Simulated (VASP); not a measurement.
Wanted: the native input for a VASP 6.6.1 run.

```
Task                   : single point
Functional             : PBEsol
Potentials or basis    : VASP PAW PBE potentials, release 64 (Ru_pv)
Cutoff                 : 520 eV
k mesh                 : 24 × 24 × 12
Occupations            : gaussian, width 0.15 eV
Spin                   : no spin polarisation
Dipole correction      : no
Further INCAR settings : ALGO = Fast; EDIFF = 1e-07; NBANDS = 21
```

The structure of Ru lies in POSCAR:

```
Ru
1.0
    2.5028643842      0.0000000000      0.0000000000
   -1.2514321921      2.5190377831      0.0000000000
    0.0000000000      0.0000000000      4.2819000000
Ru
2
Direct
    0.3333333333      0.6666666667      0.2500000000
    0.6666666667      0.3333333333      0.7500000000
```

This cell differs from its parent crystal: strain -0.0750 x Voigt [1, -1, 0, 0, 0, 0].

The input as run:

INCAR

```
  ALGO = Fast
  EDIFF = 1E-7
  ENCUT = 520
  GGA = PS
  ISIF = 2
  ISMEAR = 0
  LASPH = True
  LCHARG = False
  LREAL = False
  LWAVE = False
  NBANDS = 21
  NELM = 60
  PREC = Accurate
  SIGMA = 0.15
```

KPOINTS

```
k-points
0
Gamma
  24 24 12
```

Potentials or basis: VASP PAW PBE potentials, release 64 (Ru_pv).

Command:

```bash
$ cat potpaw_PBE.64/Ru_pv/POTCAR > POTCAR
$ mpirun -np 1 vasp_std > vasp.out
```

It gave:

* Pressure: 1.6 GPa
* Largest force: 0.328 eV/Å
* Band gap on the k mesh: zero (bands 14 and 15 overlap by 2.67 eV)

Caveat: the cell differs from its parent crystal (strain -0.0750 x Voigt [1, -1, 0, 0, 0, 0]); the stress differs along the axes, from -29 to 39 GPa; the PAW data sets were made with another functional, which shifts forces and pressure a little.

It took 12 min on 1 thread of Oxide Virtual Turin-like Processor, on a shared host, peak memory 0.52 GiB.
